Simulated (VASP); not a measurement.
SiC:

```
CELL_PARAMETERS angstrom
3.03413 0.00000 0.00000
-1.51706 2.62763 0.00000
0.00000 0.00000 9.93454
ATOMIC_POSITIONS crystal
Si 0.00000 0.00000 0.18789
Si 0.00000 0.00000 0.68789
Si 0.33333 0.66667 0.43784
Si 0.66667 0.33333 0.93784
C 0.00000 0.00000 0.00046
C 0.00000 0.00000 0.50046
C 0.33333 0.66667 0.24980
C 0.66667 0.33333 0.74980
```

Base run:

```yaml
Program: VASP 6.6.1
Functional: PBEsol
Dispersion: D3(BJ)
Potentials_or_basis: VASP PAW PBE potentials, release 64 (Si, C)
Cutoff: 520 eV
k_mesh: 10 × 10 × 3
Occupations: fermi-dirac, width 0.05 eV
Spin: no spin polarisation
```

Its results: band gap on the k mesh 2.12 eV (least direct gap 3.25 eV); pressure 6.6 GPa; largest force 0.019 eV/Å.

Question: The run is repeated on the same cell with these changes: functional from PBEsol to BLYP; further incar settings from ALGO = Normal; EDIFF = 1e-07; NBANDS = 26 to ALGO = Normal; EDIFF = 1e-06; NBANDS = 26. What comes out?

Answer: Band gap on the k mesh 2.55 eV (least direct gap 3.68 eV); pressure 8.4 GPa; largest force 0.013 eV/Å.

Caveats: the cell stands under pressure; the PAW data sets were made with another functional, which shifts forces and pressure a little; an odd mesh through Γ misses points on the zone boundary, where band edges can lie.
